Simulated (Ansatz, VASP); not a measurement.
# Pb: VASP beside Ansatz

```
Pb
1.0
     3.39916    0.00000    0.00000
     0.00000    3.39916    0.00000
     0.00000    0.00000    2.98452
Pb
1
Direct
  0.00000 0.00000 0.50000
```

Alike in both runs: task relaxation of cell and atoms; functional PBE; k mesh 6 × 6 × 6; occupations gaussian, width 0.1 eV; no spin polarisation.

```csv
,VASP,Ansatz
version,VASP 6.6.1,Ansatz 0.2.0
potentials or method,"VASP PAW PBE potentials, release 64 (Pb_d), cutoff 600 eV","scalar-relativistic, plane waves, PAW"
valence electrons in the cell,14,14
```

Ansatz gave:

* gap on the k mesh at the Fermi level, each at its own relaxed structure (eV): none
* relaxed volume (Å³/atom): 34.54
* relaxed cell length with the largest relative difference (Å): 3.261

Task: Which values does VASP return?

Result: gap on the k mesh at the Fermi level, each at its own relaxed structure (eV): none; relaxed volume (Å³/atom): 34.40; relaxed cell length with the largest relative difference (Å): 3.253.

A gap of «none» marks a metal or a gap that the smearing closes.

Neither program's run includes spin-orbit coupling.
